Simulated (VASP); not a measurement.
A run of VASP 6.6.1 is set up as follows.

File INCAR:

```
PREC = Accurate
ENCUT = 520
EDIFF = 1E-6
ISMEAR = 0
SIGMA = 0.05
LREAL = False
LASPH = True
NELM = 150
ALGO = Normal
ISIF = 2
LWAVE = False
LCHARG = False
ISPIN = 2
MAGMOM = 4 0
LORBIT = 11
LMAXMIX = 6
GGA = PS
NBANDS = 21
```

The input KPOINTS:

```
Automatic mesh
0
Gamma
  10 10 10
```

Contents of POSCAR:

```
PmP
1.0
    3.4881540274      0.0000000000      0.0000000000
    0.0000000000      3.4881540274      0.0000000000
    0.0000000000      0.0000000000      3.4881540274
Pm P
1 1
Direct
    0.0000000000      0.0000000000      0.0000000000
    0.5000000000      0.5000000000      0.5000000000
```

Potentials or basis: VASP PAW PBE potentials, release 64 (Pm, P).

The run is started by

```console
$ cat potpaw_PBE.64/Pm/POTCAR potpaw_PBE.64/P/POTCAR > POTCAR
$ mpirun -np 1 vasp_std > vasp.out
```

Q: Estimate the site moments.

A: Pm +4.24; P -0.22 μB.

Q: Estimate the pressure.

A: -1.0 GPa.

Q: Estimate the net moment.

A: 4.09 μB per cell.

Caveat: the magnetic or orbital state may not be the lowest; the PAW data sets were made with another functional, which shifts forces and pressure a little. The state reached can hang on the start; a lower one may exist.
